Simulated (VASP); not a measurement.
# Si3C2: single point with PBE

The system is Si3C2.

```
Si C
1.0
     2.52158    0.00000    0.00000
    -1.26079    2.18376    0.00000
     0.00000    0.00000   25.59483
Si C
6 4
Direct
  0.33333 0.66667 0.76077
  0.33333 0.66667 0.95225
  0.33333 0.66667 0.14473
  0.66667 0.33333 0.85527
  0.66667 0.33333 0.04775
  0.66667 0.33333 0.23923
  0.33333 0.66667 0.41358
  0.33333 0.66667 0.58641
  0.66667 0.33333 0.41359
  0.66667 0.33333 0.58642
```

```
Program                : VASP 6.6.1
Task                   : single point
Functional             : PBE
Potentials or basis    : VASP PAW PBE potentials, release 64 (Si, C)
Cutoff                 : 520 eV
k mesh                 : 18 × 18 × 2
Occupations            : gaussian, width 0.1 eV
Spin                   : no spin polarisation
Dipole correction      : no
Further INCAR settings : ALGO = Normal; EDIFF = 1e-06; NBANDS = 31
```

```
Pressure               : 0.1 GPa
Largest force          : 0.006 eV/Å
Band gap on the k mesh : zero (band 20 reaches 10.94 eV, above the bottom of band 21 at 5.16 eV)
```

Forces in eV/Å, atoms in the order of the input:
```
Si   0.000  0.000  0.002
Si   0.000  0.000  0.001
Si   0.000  0.000  0.002
Si   0.000  0.000 -0.002
Si   0.000  0.000 -0.001
Si   0.000  0.000 -0.002
C    0.000  0.000  0.006
C    0.000  0.000  0.006
C    0.000  0.000 -0.006
C    0.000  0.000 -0.006
```

Stress tensor (GPa, compression positive):
```
 0.11  0.00  0.00
 0.00  0.11  0.00
 0.00  0.00 -0.01
```

Levels at points of the mesh, in eV from the Fermi level:
```tsv
k point	band 17	band 18	band 19	band 20	band 21	band 22	band 23	band 24
(0.00, 0.00, 0.00)	-3.09	-1.22	1.06	3.28	3.85	5.81	6.22	7.85
(0.50, 0.00, 0.00)	-3.61	-3.01	-2.32	-2.20	-0.47	0.59	1.21	1.52
(0.00, 0.00, 0.50)	-3.09	-1.22	1.08	3.06	4.38	5.03	6.89	7.85
(0.50, 0.00, 0.50)	-3.61	-3.01	-2.32	-2.20	-0.47	0.59	1.21	1.50
```

Wall time 5.1 min on 1 thread of Intel(R) Xeon(R) Platinum 8559C (Emerald Rapids), with other jobs on the host, peak memory 0.41 GiB.
